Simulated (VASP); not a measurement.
A run of VASP 6.6.1 is set up as follows.

The input INCAR:

```
SYSTEM = MgSn2N2
PREC     = Accurate       ! precision mode
ENCUT    = 520            ! plane-wave cutoff, eV
EDIFF    = 1E-7           ! SCF threshold, eV
ISMEAR   = 0              ! smearing method
SIGMA    = 0.1            ! smearing width, eV
LREAL    = .False.        ! projectors in reciprocal space
LASPH    = .True.         ! aspherical terms in the spheres
NELM     = 100            ! most SCF steps
ALGO     = Normal         ! electronic algorithm
ISIF     = 2              ! what is computed and relaxed
LWAVE    = .False.        ! write WAVECAR
LCHARG   = .False.        ! write CHGCAR
GGA      = PS             ! functional
NBANDS   = 28             ! bands
```

The input KPOINTS:

```
regular mesh
0
Gamma
  3 3 1
  0 0 0
```

POSCAR

```
MgSn2N2
1.0
    3.3605490000      0.0000000000      0.0000000000
    0.0000000000      3.3605490000      0.0000000000
    0.0000000000      0.0000000000      8.1883940000
Mg Sn N
1 2 2
Direct
    0.5000000000      0.5000000000      0.0000000000
    0.0000000000      0.0000000000      0.6921370000
    0.0000000000      0.0000000000      0.3078630000
    0.0000000000      0.5000000000      0.1526980000
    0.5000000000      0.0000000000      0.8473020000
```

Potentials or basis: VASP PAW PBE potentials, release 64 (Mg, Sn_d, N).

The run is started by

```sh
$ cat potpaw_PBE.64/Mg/POTCAR potpaw_PBE.64/Sn_d/POTCAR potpaw_PBE.64/N/POTCAR > POTCAR
$ mpirun -np 1 vasp_std > vasp.out
```

(1) Estimate the largest force.

(2) Predict the band gap on the k mesh.

(3) Estimate the pressure.

## Answers

(1) 0.447 eV/Å.

(2) 0.19 eV, indirect (least direct gap 0.55 eV).

(3) -1.2 GPa.

Caveat: the k points lie up to 0.77 Å⁻¹ apart; the PAW data sets were made with another functional, which shifts forces and pressure a little; spin-orbit coupling is left out, which moves the levels of the heavy elements.
